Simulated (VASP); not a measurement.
# SiC (Moissanite 3C) (F-43m) in VASP: notebook, part 2 of 2

VASP 6.6.1. The steps go on from the part before.

## 5. Single point, RPBE+D4

This run uses another cell than the first one, of 10.97 Å³/atom, 1.039 times its volume.

INCAR reads:

```
SYSTEM = SiC
PREC = Accurate ; ENCUT = 600
EDIFF = 1E-6 ; ISMEAR = -1
SIGMA = 0.05 ; LREAL = .False.
LASPH = .True. ; NELM = 120
ALGO = Normal ; ISIF = 2
LWAVE = .False. ; LCHARG = .False.
GGA = RP ; IVDW = 13
NBANDS = 11 ; GGA_COMPAT = .False.
```

KPOINTS reads:

```
Automatic mesh
0
Gamma
  10 10 10
  0 0 0
```

POSCAR reads:

```
SiC
1.0
    0.0000000000      2.2217363401      2.2217363401
    2.2217363401      0.0000000000      2.2217363401
    2.2217363401      2.2217363401      0.0000000000
Si C
1 1
Direct
    0.0000000000      0.0000000000      0.0000000000
    0.7500000000      0.7500000000      0.7500000000
```

Potentials or basis: VASP PAW PBE potentials, release 64 (Si, C).

Started as:

```
$ cat potpaw_PBE.64/Si/POTCAR potpaw_PBE.64/C/POTCAR > POTCAR
$ mpirun -np 1 vasp_std > vasp.out
```

OUTCAR:

```text
SYSTEM = SiC
   PREC = Accurate
   ENCUT = 600
   EDIFF = 1E-6
   ISMEAR = -1
   LREAL = .False.
   LASPH = .True.
   NELM = 120
   ISIF = 2
   GGA = RP
   IVDW = 13

 ion  position               nearest neighbor table
   1  0.000  0.000  0.000-   2 1.92   2 1.92   2 1.92   2 1.92
   2  0.750  0.750  0.750-   1 1.92   1 1.92   1 1.92   1 1.92

  LATTYP: Found a face centered cubic cell.
 ALAT       =     4.4434726802

  Lattice vectors:

 A1 = (   0.0000000000,   2.2217363401,   2.2217363401)
 A2 = (   2.2217363401,   0.0000000000,   2.2217363401)
 A3 = (   2.2217363401,   2.2217363401,   0.0000000000)

Analysis of symmetry for initial positions (statically):
=====================================================================
 Subroutine PRICEL returns:
 Original cell was already a primitive cell.

 Routine SETGRP: Setting up the symmetry group for a
 face centered cubic supercell.

 Subroutine GETGRP returns: Found 24 space group operations
 (whereof 24 operations were pure point group operations)
 out of a pool of 48 trial point group operations.

The static configuration has the point symmetry T_d .

Analysis of symmetry for dynamics (positions and initial velocities):
=====================================================================
 Subroutine PRICEL returns:
[... 174 lines left out ...]
      9      21.6684      0.00000
     10      21.6684      0.00000
     11      23.3457      0.00000
[... 309 lines left out ...]
 k-point    24 :       0.4000    0.3000    0.0000
  band No.  band energies     occupation
      1      -4.4389      2.00000
      2       2.0350      2.00000
      3       4.5302      2.00000
      4       5.0286      2.00000
      5      10.3989      0.00000
      6      12.9937      0.00000
      7      18.6255      0.00000
      8      18.9933      0.00000
      9      20.7412      0.00000
     10      25.0651      0.00000
     11      27.9515      0.00000

 [... further k-points ...]

------------------------ aborting loop because EDIFF is reached ----------------------------------------

  DFT-D4 for vdW energy calculation

  Edisp (eV):   -1.35637

  FORCE on cell =-STRESS in cart. coord.  units (eV):
  Direction    XX          YY          ZZ          XY          YZ          ZX
  --------------------------------------------------------------------------------------
  -------------------------------------------------------------------------------------
  Total      -2.02652    -2.02652    -2.02652     0.00000     0.00000     0.00000
  in kB    -148.03116  -148.03116  -148.03116     0.00000     0.00000     0.00000
  external pressure =     -148.03 kB  Pullay stress =        0.00 kB

 VOLUME and BASIS-vectors are now :
 -----------------------------------------------------------------------------
  energy-cutoff  :      600.00
  volume of cell :       21.93
      direct lattice vectors                 reciprocal lattice vectors
     0.000000000  2.221736340  2.221736340    -0.225049206  0.225049206  0.225049206
     2.221736340  0.000000000  2.221736340     0.225049206 -0.225049206  0.225049206
     2.221736340  2.221736340  0.000000000     0.225049206  0.225049206 -0.225049206

 POSITION                                       TOTAL-FORCE (eV/Angst)
 -----------------------------------------------------------------------------------
      0.00000      0.00000      0.00000         0.000000      0.000000      0.000000
      3.33260      3.33260      3.33260        -0.000000     -0.000000     -0.000000
 -----------------------------------------------------------------------------------
    total drift:                                0.000000      0.000000      0.000000

  FREE ENERGIE OF THE ION-ELECTRON SYSTEM (eV)
  ---------------------------------------------------
  free  energy   TOTEN  =       -15.6704764352 eV

  energy  without entropy=      -15.6704764259  energy(sigma->0) =      -15.67047643
```

OSZICAR:

```text
N       E                     dE             d eps       ncg     rms          rms(c)
DAV:   1     0.661739383542E+01    0.66174E+01   -0.41340E+03  1042   0.681E+02
DAV:   2    -0.151916214986E+02   -0.21809E+02   -0.20664E+02  1293   0.113E+02
DAV:   3    -0.159414381153E+02   -0.74982E+00   -0.74842E+00  1286   0.179E+01
DAV:   4    -0.159447215843E+02   -0.32835E-02   -0.32832E-02  1177   0.150E+00
DAV:   5    -0.159447376490E+02   -0.16065E-04   -0.16065E-04  1280   0.986E-02    0.869E+00
DAV:   6    -0.143443728434E+02    0.16004E+01   -0.59889E+00  1145   0.107E+01    0.404E+00
DAV:   7    -0.143151549379E+02    0.29218E-01   -0.33866E-01  1235   0.333E+00    0.180E+00
DAV:   8    -0.143133436369E+02    0.18113E-02   -0.18521E-02  1160   0.953E-01    0.197E-01
DAV:   9    -0.143138773918E+02   -0.53375E-03   -0.19357E-03  1272   0.269E-01    0.135E-01
DAV:  10    -0.143140993974E+02   -0.22201E-03   -0.38703E-04  1154   0.125E-01    0.250E-02
DAV:  11    -0.143141050485E+02   -0.56510E-05   -0.79034E-05  1241   0.454E-02    0.581E-03
DAV:  12    -0.143141060822E+02   -0.10337E-05   -0.36354E-06  1190   0.123E-02    0.192E-03
DAV:  13    -0.143141060441E+02    0.38059E-07   -0.24609E-07   721   0.331E-03
   1 F= -.15670476E+02 E0= -.15670476E+02  d E =-.922310E-08
```

stdout:

```text
POSCAR found type information on POSCAR SiC
 POSCAR found :  2 types and       2 ions
 scaLAPACK will be used
 -----------------------------------------------------------------------------
|                                                                             |
|                                                                             |
|     You enforced a specific xc type in the INCAR file but a different       |
|     I HOPE YOU KNOW WHAT YOU ARE DOING!                                     |
|                                                                             |
 -----------------------------------------------------------------------------

 LDA part: xc-table for (Slater+PW92), standard interpolation
 POSCAR, INCAR and KPOINTS ok, starting setup
 FFT: planning ... GRIDC
 FFT: planning ... GRID_SOFT
 FFT: planning ... GRID
 WAVECAR not read
 entering main loop
```

Wall time 18 s (1 thread of Intel Xeon Platinum 8488C (Sapphire Rapids), shared host); peak memory 0.15 GiB.

Results:

```
Free energy                : -15.6705 eV
Pressure                   : -14.8 GPa
Band gap on the k mesh     : 1.42 eV, indirect (least direct gap 4.48 eV)
Dispersion energy per atom : -0.678 eV
```

Caveat: the PAW data sets were made with another functional, which shifts forces and pressure a little. A k mesh can miss the band edges.

## 6. Single point, r2SCAN+D3(BJ)

This run uses another cell than the first one, of 10.23 Å³/atom, 0.970 times its volume.

POSCAR reads:

```
SiC
1.0
    0.0000000000      2.1710648942      2.1710648942
    2.1710648942      0.0000000000      2.1710648942
    2.1710648942      2.1710648942      0.0000000000
Si C
1 1
Direct
    0.0000000000      0.0000000000      0.0000000000
    0.7500000000      0.7500000000      0.7500000000
```

INCAR.step1 reads:

```
SYSTEM = SiC
  ALGO = Normal
  EDIFF = 1E-5
  ENCUT = 660
  GGA = PE
  GGA_COMPAT = .FALSE.
  ISMEAR = -1
  LASPH = .TRUE.
  LCHARG = .FALSE.
  LREAL = .FALSE.
  LWAVE = .TRUE.
  NBANDS = 11
  NELM = 120
  PREC = Accurate
  SIGMA = 0.05
```

INCAR.step2 reads:

```
SYSTEM = SiC
  ALGO = Normal
  EDIFF = 1E-6
  ENCUT = 660
  GGA_COMPAT = .FALSE.
  ISIF = 2
  ISMEAR = -1
  ISTART = 1
  IVDW = 12
  LASPH = .TRUE.
  LCHARG = .FALSE.
  LMIXTAU = .TRUE.
  LREAL = .FALSE.
  LWAVE = .FALSE.
  METAGGA = R2SCAN
  NBANDS = 11
  NELM = 120
  PREC = Accurate
  SIGMA = 0.05
  VDW_A1 = 0.49484001
  VDW_A2 = 5.73083694
  VDW_S6 = 1.0
  VDW_S8 = 0.78981345
```

KPOINTS reads:

```
k-points
0
G
  10 10 10
  0 0 0
```

Potentials or basis: VASP PAW PBE potentials, release 64 (Si, C).

Started as:

```
$ cat potpaw_PBE.64/Si/POTCAR potpaw_PBE.64/C/POTCAR > POTCAR
$ cp INCAR.step1 INCAR
$ mpirun -np 1 vasp_std > vasp.out
$ cp INCAR.step2 INCAR
$ mpirun -np 1 vasp_std > vasp.out
```

Wall time 49 s (1 thread of Intel Xeon Platinum 8488C (Sapphire Rapids), shared host); peak memory 0.17 GiB.

It converged, with:

```
Free energy                : -19.6154 eV
Pressure                   : -0.4 GPa
Band gap on the k mesh     : 1.72 eV, indirect (least direct gap 5.07 eV)
Dispersion energy per atom : -0.143 eV
```

Levels at points of the mesh, in eV from the valence-band top:
```
           k point  band 1  band 2  band 3  band 4  band 5  band 6  band 7  band 8  band 9
(0.00, 0.00, 0.00)  -16.27    0.00    0.00    0.00    6.97    7.93    7.93    7.93   15.28
(0.50, 0.00, 0.00)  -12.60   -8.88   -1.11   -1.11    6.10    7.80    7.80   11.02   17.56
(0.50, 0.50, 0.00)  -11.13   -8.08   -3.35   -3.35    1.72    4.87   15.27   15.27   16.15
```

Caveat: the PAW data sets were made with another functional, which shifts forces and pressure a little.

## 7. Overview

| level | cell | cutoff (eV) | smearing | gap on the mesh (eV) | pressure (GPa) |
| --- | --- | --- | --- | --- | --- |
| RPBE+D4 | a = 3.102 Å, angles 60.0°, 2 atoms | 600 | fermi-dirac 0.05 eV | 1.38 | -8.1 |
| PBE | a = 3.082 Å, angles 60.0°, 2 atoms | 600 | fermi-dirac 0.02 eV | 1.36 | 3.1 |
| RPBE+D4 | a = 3.122 Å, angles 60.0°, 2 atoms | 600 | fermi-dirac 0.05 eV | 1.40 | -11.6 |
| RPBE+D4 | a = 3.142 Å, angles 60.0°, 2 atoms | 600 | fermi-dirac 0.05 eV | 1.42 | -14.8 |
| r2SCAN+D3(BJ) | a = 3.070 Å, angles 60.0°, 2 atoms | 660 | fermi-dirac 0.05 eV | 1.72 | -0.4 |

Alike in all rows: task single point; potentials or basis VASP PAW PBE potentials, release 64 (Si, C); no spin polarisation; k mesh 10 × 10 × 10.

Caveats: the PAW data sets were made with another functional, which shifts forces and pressure a little (some runs).

Total energies depend on the potentials used, so only differences within one code and one set of settings carry meaning.

## 8. How close it comes

Step 6. A measured gap of SiC is 2.4 eV (indirect; quoted in “Insight into the structural, elastic and electronic properties of a new orthorhombic 6O-SiC polytype”, 2020, pmc:7200658); the calculated 1.72 eV misses it by -0.68 eV. The value is that of r2SCAN+D3(BJ) on a finite k mesh, which can miss the band edges, without temperature or zero-point motion.
